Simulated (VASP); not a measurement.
Crystal: Sn.

```
Sn
1.0
     5.61909    0.00000    0.00000
    -2.80954    4.86627    0.00000
     0.00000    0.00000    3.15833
Sn
3
Direct
  0.00000 0.00000 0.00000
  0.33333 0.66667 0.50000
  0.66667 0.33333 0.50000
```

This isn't the form of Sn at room conditions, which is tetragonal (white tin).

```yaml
Program: VASP 6.6.1
Task: relaxation of cell and atoms
Functional: PBE
Potentials_or_basis: VASP PAW PBE potentials, release 64 (Sn_d)
Cutoff: 500 eV
k_mesh: 6 × 6 × 6
Occupations: gaussian, width 0.1 eV
Spin: no spin polarisation
```

At the start: pressure -1.5 GPa; volume 28.79 Å³/atom.

Task: Where does the relaxation end?

Result: Over 3 steps the energy falls by 16.7 meV/atom and the volume is 27.85 Å³/atom (-3.3 %); space group P6/mmm (No. 191, to 0.1 Å) before and after.

The path:
```
step  energy change (eV)  largest force (eV/Å)  pressure (GPa)  volume (Å³)
   1              0.0000                0.0000           -1.48        86.36
   2             -0.0483                0.0000            0.26        83.03
   3             -0.0501                0.0000           -0.07        83.55
```

Final structure:
```yaml
crystal:
  lattice:
    - [5.48605, 0.00000, 0.00000]
    - [-2.74302, 4.75106, 0.00000]
    - [0.00000, 0.00000, 3.20547]
  atoms:
    - { symbol: Sn, position: [0.00000, 0.00000, 0.00000] }
    - { symbol: Sn, position: [0.33333, 0.66667, 0.50000] }
    - { symbol: Sn, position: [0.66667, 0.33333, 0.50000] }
```
